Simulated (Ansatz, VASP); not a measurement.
**CO2: VASP beside Ansatz**

```
CELL_PARAMETERS angstrom
0.00000 3.31355 3.31355
3.31355 0.00000 3.31355
3.31355 3.31355 0.00000
ATOMIC_POSITIONS crystal
C 0.00000 0.00000 0.00000
C 0.25000 0.25000 0.25000
O 0.62500 0.62500 0.62500
O 0.12500 0.62500 0.62500
O 0.62500 0.62500 0.12500
O 0.62500 0.12500 0.62500
```

Alike in both runs: task relaxation of cell and atoms; functional PBE; k mesh 4 × 4 × 4; occupations gaussian, width 0.1 eV; collinear spin.

```csv
,VASP,Ansatz
version,VASP 6.6.1,Ansatz 0.2.0
potentials or method,"VASP PAW PBE potentials, release 64 (C, O), cutoff 600 eV","scalar-relativistic, plane waves, PAW"
valence electrons in the cell,32,32
```

Ansatz gave:

| Property | Result |
| --- | --- |
| gap on the k mesh at the Fermi level, each at its own relaxed structure (eV) | none |
| net moment per atom (μB) | 0.44 |
| size of the moment on the site where the two differ most (μB) | 0.66 |
| relaxed volume (Å³/atom) | 8.96 |
| relaxed cell length with the largest relative difference (Å) | 4.237 |

Problem. Estimate VASP's values.

Solution. gap on the k mesh at the Fermi level, each at its own relaxed structure (eV): none; net moment per atom (μB): 0.00; size of the moment on the site where the two differ most (μB): 0.00; relaxed volume (Å³/atom): 8.86; relaxed cell length with the largest relative difference (Å): 4.221.

The net moments are unlike, so the other rows may belong to different states. Site moments also hang on the region over which each program counts them. A gap of «none» marks a metal or a gap that the smearing closes.

The k mesh is coarse, so the values compare programs but aren't converged. Noted on VASP's run: the volume moved by over 15 % at a fixed basis, so the end points are rough.
